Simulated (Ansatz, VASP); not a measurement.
As in VASP and in Ansatz

```
CELL_PARAMETERS angstrom
2.72730 0.00000 0.00000
0.00000 2.72730 0.00000
0.00000 0.00000 2.72730
ATOMIC_POSITIONS crystal
As 0.00000 0.00000 0.00000
```

Alike in both runs: task single point; functional PBEsol; k mesh 13 × 13 × 13; occupations fermi-dirac, width 0.1 eV; no spin polarisation.

```csv
,VASP,Ansatz
version,VASP 6.6.1,Ansatz 0.2.0
potentials or method,"VASP PAW PBE potentials, release 64 (As), cutoff 520 eV","plane waves (420 eV) with PAW, scalar-relativistic"
valence electrons in the cell,5,15
```

Ansatz gave:

```
pressure (GPa) : -3.3
```

Question: Estimate VASP's values.

Answer: Pressure (GPa): -3.1.

VASP's potentials were made for PBE, not for PBEsol, and Ansatz warns of the same on its side. VASP's potentials hold 5 valence electrons a cell and Ansatz's 15, so a difference there can come from the potentials and not from the codes.
